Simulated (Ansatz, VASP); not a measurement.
# Ca in VASP and in Ansatz

Contents of INCAR:

```
SYSTEM = Ca
PREC = Accurate
ENCUT = 520
EDIFF = 1E-7
ISMEAR = -1
SIGMA = 0.05
LREAL = .False.
LASPH = .True.
NELM = 80
ALGO = Fast
ISIF = 2
LWAVE = .False.
LCHARG = .True.
LELF = .True.
LVHAR = .True.
NBANDS = 11
```

Contents of KPOINTS:

```
Automatic mesh
0
Gamma
  8 8 8
  0 0 0
```

File POSCAR:

```
Ca
1.0
    0.0000000000      2.7942000000      2.7942000000
    2.7942000000      0.0000000000      2.7942000000
    2.7942000000      2.7942000000      0.0000000000
Ca
1
Direct
    0.0000000000      0.0000000000      0.0000000000
```

input.yaml

```yaml
crystal:
  lattice:
    - [0.0, 2.7942, 2.7942]
    - [2.7942, 0.0, 2.7942]
    - [2.7942, 2.7942, 0.0]
  atoms:
    - { symbol: Ca, position: [0.0, 0.0, 0.0] }
kpoints:
  mp_grid: { grid: [8, 8, 8] }
scf:
  occupations: { method: fermi_dirac, width: 0.05 }
hamiltonian:
  xc: lda
  pseudopotentials: { kind: all_electron, lapw: { basis_error: 0.001 } }
output:
  forces: true
  stress: true
  eigenvalues: true
```

Alike in both runs: task single point; functional LDA; k mesh 8 × 8 × 8; occupations fermi-dirac, width 0.05 eV; no spin polarisation.

```csv
,VASP,Ansatz
version,VASP 6.6.1,Ansatz 0.2.0
potentials or method,"VASP PAW LDA potentials, release 64 (Ca_sv), cutoff 520 eV","all-electron LAPW, scalar-relativistic"
```

```tsv
	VASP	Ansatz	Ansatz less VASP
gap on the k mesh at the Fermi level (eV)	none	none	-
pressure (GPa)	-2.1	-2.1	0.00
```

LDA's correlation is that of Perdew and Zunger in VASP and of Perdew and Wang (1992) in Ansatz. A gap of «none» marks a metal or a gap that the smearing closes. Ansatz ran all-electron here, and VASP with PAW potentials.
